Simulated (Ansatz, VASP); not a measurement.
**AsSe3: VASP beside Ansatz**

```
CELL_PARAMETERS angstrom
4.84284 0.00000 0.00000
0.00000 4.84284 0.00000
0.00000 0.00000 3.42709
ATOMIC_POSITIONS crystal
As 0.00000 0.00000 0.00000
Se 0.00000 0.50000 0.50000
Se 0.50000 0.00000 0.50000
Se 0.50000 0.50000 0.00000
```

Change from the starting cell: species swapped into the CdAu3 type (P4/mmm, No. 123).

Alike in both runs: functional PBE; k mesh 5 × 5 × 4; occupations gaussian, width 0.2 eV; no spin polarisation.

Ansatz relaxed the structure, and its values are those at the end. VASP's run is a single point on that final structure, the one shown.

```csv
,VASP,Ansatz
version,VASP 6.6.1,Ansatz 0.2.0
potentials or method,"VASP PAW PBE potentials, release 64 (As, Se), cutoff 500 eV","scalar-relativistic, plane waves, PAW"
valence electrons in the cell,23,63
```

|  | VASP | Ansatz | Ansatz less VASP |
| --- | --- | --- | --- |
| gap on the k mesh at the Fermi level (eV) | none | none | - |
| pressure (GPa) | -0.1 | -0.1 | -0.01 |

A gap of «none» marks a metal or a gap that the smearing closes. VASP's potentials hold 23 valence electrons a cell and Ansatz's 63, so a difference there can come from the potentials and not from the codes.

The k mesh is coarse, so the values compare programs but aren't converged.
